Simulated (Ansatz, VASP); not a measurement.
ZrH4 in VASP and in Ansatz

```
Zr H
1.0
     4.12134    0.00000    0.00000
     0.00000    3.34679    0.00000
     0.00000    0.00000    5.79876
Zr H
2 8
Direct
  0.50000 0.00000 0.29216
  0.50000 0.50000 0.79216
  0.73478 0.50000 0.12556
  0.26522 0.50000 0.12556
  0.73478 0.00000 0.62556
  0.26522 0.00000 0.62556
  0.00000 0.00000 0.29138
  0.00000 0.50000 0.79138
  0.50000 0.00000 0.95871
  0.50000 0.50000 0.45871
```

Alike in both runs: functional PBE; k mesh 3 × 3 × 3; occupations gaussian, width 0.15 eV; no spin polarisation.

Ansatz relaxed the structure, and its values are those at the end. VASP's run is a single point on that final structure, the one shown.

```csv
,VASP,Ansatz
version,VASP 6.6.1,Ansatz 0.2.0
potentials or method,"VASP PAW PBE potentials, release 64 (Zr_sv, H), cutoff 520 eV","scalar-relativistic, plane waves, PAW"
valence electrons in the cell,32,32
```

|  | VASP | Ansatz | Ansatz less VASP |
| --- | --- | --- | --- |
| gap on the k mesh at the Fermi level (eV) | none | none | - |
| pressure (GPa) | 0.2 | 0.2 | +0.09 |
| rms of the force components (eV/Å) | 0.007 | 0.007 | -0.0001 |

A gap of «none» marks a metal or a gap that the smearing closes.

The k mesh is coarse, so the values compare programs but aren't converged.
